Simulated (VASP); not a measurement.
A run of VASP 6.6.1 is set up as follows.

INCAR

```
SYSTEM = ZnS
PREC = Accurate
ENCUT = 600
EDIFF = 1E-6
ISMEAR = 0
SIGMA = 0.02
LREAL = .False.
LASPH = .True.
NELM = 100
ALGO = Normal
ISIF = 3
LWAVE = .False.
LCHARG = .False.
IBRION = 2
NSW = 100
EDIFFG = -0.005
```

Contents of KPOINTS:

```
regular mesh
0
Gamma
  10 10 10
  0 0 0
```

Contents of POSCAR:

```
ZnS
1.0
    0.0000000000      2.7046500000      2.7046500000
    2.7046500000      0.0000000000      2.7046500000
    2.7046500000      2.7046500000      0.0000000000
Zn S
1 1
Direct
    0.0000000000      0.0000000000      0.0000000000
    0.7500000000      0.7500000000      0.7500000000
```

Potentials or basis: VASP PAW LDA potentials, release 64 (Zn, S).

Launch:

```console
$ cat potpaw_LDA.64/Zn/POTCAR potpaw_LDA.64/S/POTCAR > POTCAR
$ mpirun -np 1 vasp_std > vasp.out
```

Question: What does it give for the relaxed volume?

Answer: 18.63 Å³/atom.

Question: Predict the space group after relaxing (to 0.05 Å).

Answer: F-43m (No. 216).

Question: What does it give for the band gap on the k mesh?

Answer: 2.15 eV, direct.

Step by step:
| step | energy change (eV) | largest force (eV/Å) | pressure (GPa) | volume (Å³) |
| --- | --- | --- | --- | --- |
| 1 | 0.0000 | 0.0000 | -4.46 | 39.57 |
| 2 | -0.0303 | 0.0000 | 1.86 | 36.50 |
| 3 | -0.0347 | 0.0000 | -0.14 | 37.24 |
| 4 | -0.0346 | 0.0000 | 0.13 | 37.19 |
| 5 | -0.0347 | 0.0000 | 0.01 | 37.27 |

A hybrid or GW would open this gap; LDA tends to underestimate it. LDA usually gives volumes a few per cent too small.
